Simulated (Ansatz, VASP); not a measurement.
Two plane-wave programs on HfO2

```
Hf O
1.0
     3.69441    0.00000    0.00000
     0.00000    3.69441    0.00000
     0.00000    0.00000    5.13237
Hf O
2 4
Direct
  0.50000 0.50000 0.50000
  0.00000 0.00000 0.00000
  0.00000 0.50000 0.69325
  0.50000 0.00000 0.80675
  0.50000 0.00000 0.30675
  0.00000 0.50000 0.19325
```

Change from the starting cell: strain +0.025 along x and y, -0.025 along z, atoms carried along.

Alike in both runs: task single point; functional PBE; k mesh 6 × 6 × 4; occupations gaussian, width 0.05 eV; no spin polarisation.

|  | VASP | Ansatz |
| --- | --- | --- |
| version | VASP 6.6.1 | Ansatz 0.2.0 |
| potentials or method | VASP PAW PBE potentials, release 64 (Hf_pv, O), cutoff 520 eV | scalar-relativistic, plane waves, PAW |
| valence electrons in the cell | 44 | 76 |

|  | VASP | Ansatz | Ansatz less VASP |
| --- | --- | --- | --- |
| gap on the k mesh at the Fermi level (eV) | 4.02 | 4.06 | +0.045 |
| least direct gap on the mesh (eV) | 4.08 | 4.12 | +0.040 |
| pressure (GPa) | -9.4 | -6.4 | +3.00 |
| traceless stress, the component that is largest in VASP (GPa) | 11.56 | 11.24 | -0.317 |
| rms of the force components (eV/Å) | 0.009 | 0.013 | +0.0042 |

Atom by atom the forces differ by 0.022 eV/Å (rms over components). VASP's potentials hold 44 valence electrons a cell and Ansatz's 76, so a difference there can come from the potentials and not from the codes.

Neither program's run includes spin-orbit coupling.
